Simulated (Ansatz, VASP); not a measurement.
# One calculation of Zn4SeO3, two programs

Contents of INCAR:

```
SYSTEM = Zn4SeO3
ALGO = Normal
EDIFF = 1E-6
EDIFFG = -0.08
ENCUT = 600
GGA = PE
IBRION = 2
ISIF = 3
ISMEAR = 0
LASPH = .TRUE.
LCHARG = .FALSE.
LREAL = .FALSE.
LWAVE = .FALSE.
NELM = 60
NSW = 36
PREC = Accurate
SIGMA = 0.15
```

KPOINTS

```
k-points
0
G
  3 3 3
  0 0 0
```

POSCAR

```
Zn4SeO3
1.0
    5.1326245800      0.0000000000      0.0000000000
    0.0000000000      5.1326245800      0.0000000000
    0.0000000000      0.0000000000      5.1326245800
Zn Se O
4 1 3
Direct
    0.2607210000      0.2607210000      0.2607210000
    0.2607210000      0.7392790000      0.7392790000
    0.7392790000      0.2607210000      0.7392790000
    0.7392790000      0.7392790000      0.2607210000
    0.0000000000      0.0000000000      0.0000000000
    0.5000000000      0.5000000000      0.0000000000
    0.5000000000      0.0000000000      0.5000000000
    0.0000000000      0.5000000000      0.5000000000
```

Input for Ansatz:

```yaml
crystal:
  lattice:
    - [5.13262458, 0.0, 0.0]
    - [0.0, 5.13262458, 0.0]
    - [0.0, 0.0, 5.13262458]
  atoms:
    - { symbol: Zn, position: [0.260721, 0.260721, 0.260721] }
    - { symbol: Zn, position: [0.260721, 0.739279, 0.739279] }
    - { symbol: Zn, position: [0.739279, 0.260721, 0.739279] }
    - { symbol: Zn, position: [0.739279, 0.739279, 0.260721] }
    - { symbol: Se, position: [0.0, 0.0, 0.0] }
    - { symbol: O, position: [0.5, 0.5, 0.0] }
    - { symbol: O, position: [0.5, 0.0, 0.5] }
    - { symbol: O, position: [0.0, 0.5, 0.5] }
basis:
  ecutwfc: 420
kpoints:
  mp_grid: { grid: [3, 3, 3] }
hamiltonian:
  xc: pbe
scf:
  occupations: { method: gaussian, width: 0.15 }
  lower_state_search: "off"
output:
  forces: true
  stress: true
  eigenvalues: true
relax:
  adjacent_minimum: "off"
  f_tol: 0.08
  max_steps: 16
  cell: { stress_tol: 0.8 }
```

Change from the starting cell: species swapped into the Ga4BiAs3 type (P-43m, No. 215).

Alike in both runs: task relaxation of cell and atoms; functional PBE; k mesh 3 × 3 × 3; occupations gaussian, width 0.15 eV; no spin polarisation.

|  | VASP | Ansatz |
| --- | --- | --- |
| version | VASP 6.6.1 | Ansatz 0.2.0 |
| potentials or method | VASP PAW PBE potentials, release 64 (Zn, Se, O), cutoff 600 eV | scalar-relativistic, plane waves, PAW |
| valence electrons in the cell | 72 | 82 |

|  | VASP | Ansatz | Ansatz less VASP |
| --- | --- | --- | --- |
| gap on the k mesh at the Fermi level, each at its own relaxed structure (eV) | none | none | - |
| relaxed volume (Å³/atom) | 14.63 | 14.68 | +0.045 |
| relaxed cell length with the largest relative difference (Å) | 4.892 | 4.897 | +0.0050 |

A gap of «none» marks a metal or a gap that the smearing closes. VASP's potentials hold 72 valence electrons a cell and Ansatz's 82, so a difference there can come from the potentials and not from the codes.

The k mesh is coarse, so the values compare programs but aren't converged.
